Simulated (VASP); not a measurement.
Set up this calculation in VASP 6.6.1, as the native input.

| Item | Value |
| --- | --- |
| Task | single point |
| Functional | PBE |
| Potentials or basis | VASP PAW PBE potentials, release 64 (P, C) |
| Cutoff | 520 eV |
| k mesh | 6 × 4 × 6 |
| Occupations | gaussian, width 0.1 eV |
| Spin | no spin polarisation |
| Dipole correction | no |
| Further INCAR settings | ALGO = Normal; EDIFF = 1e-07; NBANDS = 22 |

The structure of PC2 lies in POSCAR:

```
PC2
1.0
    3.7441903088      0.0000000000      0.0000000000
    0.0000000000      4.5793811781      0.0000000000
    0.0000000000      0.0000000000      2.8418871534
P C
2 4
Direct
    0.0000000000      0.0000000000      0.0000000000
    0.5000000000      0.5000000000      0.5000000000
    0.1496670854      0.4068361530      0.0000000000
    0.8503329146      0.5931638470      0.0000000000
    0.6496670854      0.0931638470      0.5000000000
    0.3503329146      0.9068361530      0.5000000000
```

One way to write it, as run:

INCAR

```
SYSTEM = PC2
PREC = Accurate
ENCUT = 520
EDIFF = 1E-7
ISMEAR = 0
SIGMA = 0.1
LREAL = .FALSE.
LASPH = .TRUE.
NELM = 60
ALGO = Normal
ISIF = 2
LWAVE = .FALSE.
LCHARG = .FALSE.
GGA = PE
NBANDS = 22
```

KPOINTS

```
Automatic mesh
0
G
  6 4 6
  0 0 0
```

Potentials or basis: VASP PAW PBE potentials, release 64 (P, C).

Command:

```sh
$ cat potpaw_PBE.64/P/POTCAR potpaw_PBE.64/C/POTCAR > POTCAR
$ mpirun -np 1 vasp_std > vasp.out
```

Results of the run:

* Pressure: -0.1 GPa
* Largest force: 0.090 eV/Å
* Band gap on the k mesh: zero (band 13 reaches 12.86 eV, above the bottom of band 14 at 6.95 eV)

Caveat: the k points lie up to 0.37 Å⁻¹ apart.

Wall time 27 s on 1 thread of Intel(R) Xeon(R) Platinum 8488C (Sapphire Rapids), with other jobs on the host, peak memory 0.17 GiB.
